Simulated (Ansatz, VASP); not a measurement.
**Lu: VASP beside Ansatz**

```xyz
1
Lattice="-1.9369 1.9369 1.9369 1.9369 -1.9369 1.9369 1.9369 1.9369 -1.9369" Properties=species:S:1:pos:R:3 pbc="T T T"
Lu    0.0000    0.0000    0.0000
```

Change from the starting cell: volume scaled by 0.98, PAW files.

Alike in both runs: task electric field gradients; functional PBE; k mesh 15 × 15 × 15; occupations fermi-dirac, width 0.08 eV; no spin polarisation.

|  | VASP | Ansatz |
| --- | --- | --- |
| version | VASP 6.6.1 | Ansatz 0.2.0 |
| potentials or method | VASP PAW PBE potentials, release 64 (Lu) | PAW with Ansatz's default frozen-core files, scalar-relativistic |
| plane-wave cutoff (eV) | 520 | 420 |
| valence electrons in the cell | 25 | 25 |

```csv
,VASP,Ansatz,Ansatz less VASP
pressure (GPa),1.0,0.9,-0.14
```

The functional is the same, so the differences come from potentials, cutoffs and numerics.

Spin-orbit coupling is off throughout.
